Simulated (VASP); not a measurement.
Set up this calculation in VASP 6.6.1, as the native input.

```
Task                   : single point
Functional             : PBEsol
Potentials or basis    : VASP PAW PBE potentials, release 64 (Al, Ru_pv)
Cutoff                 : 520 eV
k mesh                 : 16 × 16 × 8
Occupations            : gaussian, width 0.15 eV
Spin                   : no spin polarisation
Dipole correction      : no
Further INCAR settings : ALGO = Fast; EDIFF = 1e-06; NBANDS = 25
```

The structure of AlRu lies in POSCAR:

```
AlRu
1.0
    2.9763250904      0.0000000000      0.0000000000
    0.0000000000      2.9763250904      0.0000000000
    0.0000000000      0.0000000000      5.9526501809
Al Ru
2 2
Direct
    0.0000000000      0.0000000000     -0.0122634453
    0.0000000000      0.0000000000      0.5122634453
    0.4948258340      0.5000000000      0.2500000000
    0.5051741660      0.5000000000      0.7500000000
```

This cell differs from its parent crystal: atoms displaced along several vibrational modes.

One way to write it, as run:

INCAR

```
PREC = Accurate ; ENCUT = 520
EDIFF = 1E-6 ; ISMEAR = 0
SIGMA = 0.15 ; LREAL = False
LASPH = True ; NELM = 100
ALGO = Fast ; ISIF = 2
LWAVE = False ; LCHARG = False
GGA = PS ; NBANDS = 25
```

KPOINTS

```
Automatic mesh
0
Gamma
  16 16 8
```

Potentials or basis: VASP PAW PBE potentials, release 64 (Al, Ru_pv).

The run is started by

```console
$ cat potpaw_PBE.64/Al/POTCAR potpaw_PBE.64/Ru_pv/POTCAR > POTCAR
$ mpirun -np 1 vasp_std > vasp.out
```

Results of the run:

The pressure is 0.7 GPa. The largest force is 0.851 eV/Å and the band gap on the k mesh is zero (bands 17 and 18 overlap by 2.82 eV).

Caveat: the cell differs from its parent crystal (atoms displaced along several vibrational modes); the PAW data sets were made with another functional, which shifts forces and pressure a little.

It took 5.1 min on 1 thread of Intel(R) Xeon(R) Platinum 8488C (Sapphire Rapids), with other jobs on the host, peak memory 0.51 GiB.
